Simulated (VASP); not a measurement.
# Mo (Pm-3n) in VASP: notebook

Mo is run at these levels: r2SCAN; tasks: single point.

Program: VASP 6.6.1. These are calculated values, not measurements. Logs are shortened: lines on timing, memory, paths and dates and some standing lists are left out, and cuts for length are marked.

### Step 1. The cell of the first run

The structure is cubic, space group Pm-3n (No. 223). Conventional cell: a = 5.025 Å, b = 5.025 Å, c = 5.025 Å, α = 90.00°, β = 90.00°, γ = 90.00°. Within 3.7 Å of Mo (site symmetry m-3) lie 12 Mo at 2.81 Å. Mo (site symmetry -4m2) has 14 Mo at 2.51 to 3.08 Å within 3.3 Å.

### Step 2. Single point, r2SCAN

POSCAR

```
Mo
1.0
    5.0252431713      0.0000000000      0.0000000000
    0.0000000000      5.0252431713      0.0000000000
    0.0000000000      0.0000000000      5.0252431713
Mo
8
Direct
    1.0000000000      1.0000000000      1.0000000000
    0.5000000000      0.5000000000      0.5000000000
    0.2500000000      0.0000000000      0.5000000000
    0.7500000000      1.0000000000      0.5000000000
    0.5000000000      0.2500000000      1.0000000000
    0.5000000000      0.7500000000      0.0000000000
    1.0000000000      0.5000000000      0.2500000000
    0.0000000000      0.5000000000      0.7500000000
```

INCAR.step1

```
SYSTEM = Mo
ALGO = Normal ; EDIFF = 1E-4
ENCUT = 520 ; GGA = PE
ISMEAR = -1 ; LASPH = .TRUE.
LCHARG = .FALSE. ; LREAL = .FALSE.
LWAVE = .TRUE. ; NBANDS = 66
NELM = 60 ; PREC = Accurate
SIGMA = 0.1
```

INCAR.step2

```
SYSTEM = Mo
ALGO = Normal ; EDIFF = 1E-7
ENCUT = 520 ; ISIF = 2
ISMEAR = -1 ; ISTART = 1
LASPH = .TRUE. ; LCHARG = .TRUE.
LELF = .TRUE. ; LMIXTAU = .TRUE.
LREAL = .FALSE. ; LVHAR = .TRUE.
LWAVE = .FALSE. ; METAGGA = R2SCAN
NBANDS = 66 ; NELM = 60
PREC = Accurate ; SIGMA = 0.1
```

KPOINTS

```
k-points
0
G
  5 5 5
  0 0 0
```

Potentials or basis: VASP PAW PBE potentials, release 64 (Mo_sv).

Command:

```sh
$ cat potpaw_PBE.64/Mo_sv/POTCAR > POTCAR
$ cp INCAR.step1 INCAR
$ mpirun -np 1 vasp_std > vasp.out
$ cp INCAR.step2 INCAR
$ mpirun -np 1 vasp_std > vasp.out
```

OUTCAR:

```text
SYSTEM = Mo
   EDIFF = 1E-7
   ENCUT = 520
   ISIF = 2
   ISMEAR = -1
   ISTART = 1
   LASPH = .TRUE.
   LREAL = .FALSE.
   METAGGA = R2SCAN
   NELM = 60
   PREC = Accurate

 ion  position               nearest neighbor table
   1  0.000  0.000  0.000-   3 2.81   4 2.81   5 2.81   6 2.81   7 2.81   8 2.81   3 2.81   4 2.81
                             7 2.81   8 2.81   5 2.81   6 2.81
   2  0.500  0.500  0.500-   3 2.81   4 2.81   5 2.81   6 2.81   7 2.81   8 2.81   5 2.81   6 2.81
                             3 2.81   4 2.81   7 2.81   8 2.81
   3  0.250  0.000  0.500-   4 2.51   4 2.51   1 2.81   1 2.81   2 2.81   2 2.81   8 3.08   5 3.08
                             5 3.08   6 3.08   6 3.08   7 3.08   8 3.08   7 3.08
   4  0.750  0.000  0.500-   3 2.51   3 2.51   1 2.81   1 2.81   2 2.81   2 2.81   8 3.08   5 3.08
                             5 3.08   6 3.08   6 3.08   7 3.08   8 3.08   7 3.08
   5  0.500  0.250  0.000-   6 2.51   6 2.51   1 2.81   2 2.81   2 2.81   1 2.81   8 3.08   4 3.08
                             3 3.08   4 3.08   3 3.08   7 3.08   7 3.08   8 3.08
   6  0.500  0.750  0.000-   5 2.51   5 2.51   1 2.81   2 2.81   2 2.81   1 2.81   8 3.08   4 3.08
                             3 3.08   4 3.08   3 3.08   7 3.08   7 3.08   8 3.08
   7  0.000  0.500  0.250-   8 2.51   8 2.51   1 2.81   2 2.81   1 2.81   2 2.81   3 3.08   4 3.08
                             5 3.08   3 3.08   4 3.08   6 3.08   5 3.08   6 3.08
   8  0.000  0.500  0.750-   7 2.51   7 2.51   1 2.81   2 2.81   1 2.81   2 2.81   3 3.08   4 3.08
                             5 3.08   3 3.08   4 3.08   6 3.08   5 3.08   6 3.08

  LATTYP: Found a simple cubic cell.
 ALAT       =     5.0252431713

  Lattice vectors:

 A1 = (   5.0252431713,   0.0000000000,   0.0000000000)
 A2 = (   0.0000000000,   5.0252431713,   0.0000000000)
 A3 = (   0.0000000000,   0.0000000000,   5.0252431713)

Analysis of symmetry for initial positions (statically):
=====================================================================
 Subroutine PRICEL returns:
 Original cell was already a primitive cell.

 Routine SETGRP: Setting up the symmetry group for a
 simple cubic supercell.

 Subroutine GETGRP returns: Found 48 space group operations
 (whereof 24 operations were pure point group operations)
 out of a pool of 48 trial point group operations.

The static configuration has the point symmetry T_h .
 The point group associated with its full space group is O_h .

Analysis of symmetry for dynamics (positions and initial velocities):
=====================================================================
 Subroutine PRICEL returns:
 Original cell was already a primitive cell.

 Routine SETGRP: Setting up the symmetry group for a
 simple cubic supercell.

 Subroutine GETGRP returns: Found 48 space group operations
 (whereof 24 operations were pure point group operations)
 out of a pool of 48 trial point group operations.

The dynamic configuration has the point symmetry T_h .
 The point group associated with its full space group is O_h .

 Subroutine INISYM returns: Found 48 space group operations
 (whereof 24 operations are pure point group operations),
 and found     1 'primitive' translations

----------------------------------------------------------------------------------------

                                     Primitive cell

  volume of cell :     126.9028

  direct lattice vectors                    reciprocal lattice vectors
     5.025243171  0.000000000  0.000000000     0.198995345  0.000000000  0.000000000
     0.000000000  5.025243171  0.000000000     0.000000000  0.198995345  0.000000000
     0.000000000  0.000000000  5.025243171     0.000000000  0.000000000  0.198995345

  length of vectors
     5.025243171  5.025243171  5.025243171     0.198995345  0.198995345  0.198995345

  position of ions in fractional coordinates (direct lattice)
     0.000000000  0.000000000  0.000000000
     0.500000000  0.500000000  0.500000000
     0.250000000  0.000000000  0.500000000
     0.750000000  0.000000000  0.500000000
     0.500000000  0.250000000  0.000000000
     0.500000000  0.750000000  0.000000000
     0.000000000  0.500000000  0.250000000
     0.000000000  0.500000000  0.750000000

  ion indices of the primitive-cell ions
   primitive index   ion index
                 1           1
                 2           2
                 3           3
                 4           4
                 5           5
                 6           6
                 7           7
                 8           8

----------------------------------------------------------------------------------------

 KPOINTS: k-points

Automatic generation of k-mesh.
 Grid dimensions read from file:
 generate k-points for:    5    5    5

 Generating k-lattice:

  Cartesian coordinates                     Fractional coordinates (reciprocal lattice)
     0.039799069  0.000000000  0.000000000     0.200000000  0.000000000  0.000000000
     0.000000000  0.039799069  0.000000000     0.000000000  0.200000000  0.000000000
     0.000000000  0.000000000  0.039799069     0.000000000  0.000000000  0.200000000

  Length of vectors
     0.039799069  0.039799069  0.039799069

  Shift w.r.t. Gamma in fractional coordinates (k-lattice)
     0.000000000  0.000000000  0.000000000

 Subroutine IBZKPT returns following result:
 ===========================================

 Found     10 irreducible k-points:

 Following reciprocal coordinates:
            Coordinates               Weight
  0.000000  0.000000  0.000000      1.000000
  0.200000  0.000000  0.000000      6.000000
  0.400000  0.000000  0.000000      6.000000
  0.200000  0.200000  0.000000     12.000000
  0.400000  0.200000  0.000000     24.000000
  0.400000  0.400000  0.000000     12.000000
  0.200000  0.200000  0.200000      8.000000
  0.400000  0.200000  0.200000     24.000000
  0.400000  0.400000  0.200000     24.000000
  0.400000  0.400000  0.400000      8.000000
   k-points           NKPTS =     10   k-points in BZ     NKDIM =     10   number of bands    NBANDS=     66
   number of dos      NEDOS =    301   number of ions     NIONS =      8
   total plane-waves  NPLWV =  64000
   dimension x,y,z NGX =    40 NGY =   40 NGZ =   40
   dimension x,y,z NGXF=    80 NGYF=   80 NGZF=   80
   ions per type =               8
   NGX,Y,Z   is equivalent  to a cutoff of  13.23, 13.23, 13.23 a.u.
   NGXF,Y,Z  is equivalent  to a cutoff of  26.47, 26.47, 26.47 a.u.
 SYSTEM =  Mo
   PREC   = accura    normal or accurate (medium, high low for compatibility)
   ISTART =      1    job   : 0-new  1-cont  2-samecut
   ICHARG =      0    charge: 1-file 2-atom 10-const
   ISPIN  =      1    spin polarized calculation?
   LNONCOLLINEAR =      F non collinear calculations
   LSORBIT =      F    spin-orbit coupling
   LASPH  =      T    aspherical Exc in radial PAW
   ENCUT  =  520.0 eV  38.22 Ry    6.18 a.u.   9.34  9.34  9.34*2*pi/ulx,y,z
   NELM   =     60;   NELMIN=  2; NELMDL=  0     # of ELM steps
   EDIFF  = 0.1E-06   stopping-criterion for ELM
   LREAL  =      F    real-space projection
   EDIFFG = 0.1E-05   stopping-criterion for IOM
   NSW    =      0    number of steps for IOM
   IBRION =     -1    ionic relax: 0-MD 1-quasi-New 2-CG
   NFREE  =      0    steps in history (QN), initial steepest desc. (CG)
   ISIF   =      2    stress and relaxation
   ISYM   =      2    0-nonsym 1-usesym 2-fastsym
   POTIM  = 0.5000    time-step for ionic-motion
   TEBEG  =    0.0;   TEEND  =   0.0 temperature during run
   PSTRESS=    0.0 pullay stress
   NELECT =     112.0000    total number of electrons
   NUPDOWN=      -1.0000    fix difference up-down
   EMIN   =  10.00;   EMAX   =-10.00  energy-range for DOS
   EFERMI =   0.00;   METHOD = LEGACY
   ISMEAR =    -1;   SIGMA  =   0.10  broadening in eV -4-tet -1-fermi 0-gaus
   EFERMI_NEDOS =   21; number of points for ismear=-14 and -15
   IALGO  =     38    algorithm
   IMIX   =      4    mixing-type and parameters
     AMIX     =   0.40;   BMIX     =  1.00
     AMIX_MAG =   1.60;   BMIX_MAG =  1.00
  volume/ion in A,a.u.               =      15.86       107.05
  Fermi-wavevector in a.u.,A,eV,Ry     =   1.570328  2.967490 33.551022  2.465931
  Thomas-Fermi vector in A             =   2.672078
   LORBIT       =      0    0 simple, 1 ext, 2 COOP (PROOUT), +10 PAW based schemes
   METAGGA = R2SCAN    functional components
   LHFCALC =     F    Hartree Fock is set to
   AEXX    =    0.0000 exact exchange contribution
   IVDW    =     0    specifies the selected vdW correction
   LEPSILON=     F    determine dielectric tensor
   LRPA    =     F    only Hartree local field effects (RPA)
 non-spin polarized calculation
  energy-cutoff  :      520.00
  volume of cell :      126.90
 maximum number of plane-waves:      3438
 NGX is ok and might be reduce to    40
   NGX = 19   NGY = 19   NGZ = 19

 number of electron     112.0000046 magnetization

 Free energy of the ion-electron system (eV)
  ---------------------------------------------------
  ext. energy  EPLUGINS =         0.00000000
  ---------------------------------------------------
  free energy    TOTEN  =      -207.87994563 eV

  energy without entropy =     -207.75069665  energy(sigma->0) =     -207.81532114

 E-fermi :  12.0175     XC(G=0): -14.5260

 val. band max:       11.9566758977   @ k =   0.4000   0.2000   0.2000
 cond. band min:      12.0715357951   @ k =   0.4000   0.2000   0.0000
 fundamental gap:      0.1148598975
 Fermi energy:        12.0174568615

 k-point     1 :       0.0000    0.0000    0.0000
  band No.  band energies     occupation
      1     -50.9490      2.00000
      2     -50.8096      2.00000
      3     -50.8096      2.00000
      4     -50.5378      2.00000
      5     -50.5378      2.00000
      6     -50.5378      2.00000
[... 58 lines left out ...]
     65      13.6645      0.00000
     66      14.6089      0.00000

 k-point     2 :       0.2000    0.0000    0.0000
  band No.  band energies     occupation
      1     -50.9292      2.00000
      2     -50.8167      2.00000
      3     -50.7903      2.00000
      4     -50.5740      2.00000
      5     -50.5378      2.00000
      6     -50.5378      2.00000
[... 58 lines left out ...]
     65      14.3088      0.00000
     66      14.4027      0.00000

 k-point     3 :       0.4000    0.0000    0.0000
  band No.  band energies     occupation
      1     -50.8838      2.00000
      2     -50.8411      2.00000
      3     -50.7341      2.00000
      4     -50.6521      2.00000
      5     -50.5377      2.00000
      6     -50.5377      2.00000
[... 472 lines left out ...]
     65      14.2837      0.00000
     66      14.3157      0.00000

 k-point    10 :       0.4000    0.4000    0.4000
  band No.  band energies     occupation
      1     -50.7556      2.00000
      2     -50.7324      2.00000
      3     -50.7324      2.00000
      4     -50.6470      2.00000
      5     -50.6470      2.00000
      6     -50.6425      2.00000
[... 58 lines left out ...]
     65      14.3555      0.00000
     66      14.4082      0.00000

------------------------ aborting loop because EDIFF is reached ----------------------------------------

  FORCE on cell =-STRESS in cart. coord.  units (eV):
  Direction    XX          YY          ZZ          XY          YZ          ZX
  --------------------------------------------------------------------------------------
  -------------------------------------------------------------------------------------
  Total        0.8770584      0.8770584      0.8770584      0.0000000      0.0000000      0.0000000
  in kB       11.0730654     11.0730654     11.0730654      0.0000000      0.0000000      0.0000000
  external PRESSURE =      11.0730654 kB  Pullay stress =       0.0000000 kB

 VOLUME and BASIS-vectors are now :
 -----------------------------------------------------------------------------
  energy-cutoff  :      520.00
  volume of cell :      126.90
      direct lattice vectors                 reciprocal lattice vectors
     5.025243171  0.000000000  0.000000000     0.198995345  0.000000000  0.000000000
     0.000000000  5.025243171  0.000000000     0.000000000  0.198995345  0.000000000
     0.000000000  0.000000000  5.025243171     0.000000000  0.000000000  0.198995345

 POSITION                                       TOTAL-FORCE (eV/Angst)
 -----------------------------------------------------------------------------------
      0.00000      0.00000      0.00000         0.000000     -0.000000     -0.000000
      2.51262      2.51262      2.51262         0.000000     -0.000000     -0.000000
      1.25631      0.00000      2.51262         0.000000      0.000000     -0.000000
      3.76893      0.00000      2.51262        -0.000000     -0.000000      0.000000
      2.51262      1.25631      0.00000        -0.000000     -0.000000      0.000000
      2.51262      3.76893      0.00000        -0.000000      0.000000     -0.000000
      0.00000      2.51262      1.25631         0.000000      0.000000     -0.000000
      0.00000      2.51262      3.76893         0.000000     -0.000000      0.000000
 -----------------------------------------------------------------------------------
    total drift:                                0.000000     -0.000000      0.000000

  FREE ENERGIE OF THE ION-ELECTRON SYSTEM (eV)
  ---------------------------------------------------
  free  energy   TOTEN  =      -207.8799456300 eV

  energy  without entropy=     -207.7506966461  energy(sigma->0) =     -207.81532114
```

Wall time 3.8 min (1 thread of Intel Xeon Platinum 8259CL at 2.50GHz (Skylake/Cascade Lake), shared host); peak memory 0.27 GiB.

What came out:

```
Free energy            : -207.8799 eV
Pressure               : 1.1 GPa
Band gap on the k mesh : zero (bands 56 and 57 overlap by 0.58 eV)
```

Caveat: the PAW data sets were made with another functional, which shifts forces and pressure a little.

[end of part 1 of 2]

The gap in the log of VASP goes by the Fermi energy; the results here count the filled bands.